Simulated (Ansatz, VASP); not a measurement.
PtSe: VASP beside Ansatz

```
Pt Se
1.0
     0.00000    2.79841    2.79841
     2.79841    0.00000    2.79841
     2.79841    2.79841    0.00000
Pt Se
1 1
Direct
  0.50000 0.50000 0.50000
  0.00000 0.00000 0.00000
```

Alike in both runs: task single point; functional PBE; k mesh 8 × 8 × 8; occupations fermi-dirac, width 0.05 eV; no spin polarisation.

```csv
,VASP,Ansatz
version,VASP 6.6.1,Ansatz 0.2.0
potentials or method,"VASP PAW PBE potentials, release 64 (Pt, Se)",Ansatz PAW soft_1
plane-wave cutoff (eV),520,420
valence electrons in the cell,16,34
```

VASP gave:

```
gap on the k mesh at the Fermi level (eV) : none
pressure (GPa)                            : -14.6
```

Question: Estimate Ansatz's values.

Answer: gap on the k mesh at the Fermi level (eV): none; pressure (GPa): -14.5.

A gap of «none» marks a metal or a gap that the smearing closes. VASP's potentials hold 16 valence electrons a cell and Ansatz's 34, so a difference there can come from the potentials and not from the codes.

Neither program's run includes spin-orbit coupling.
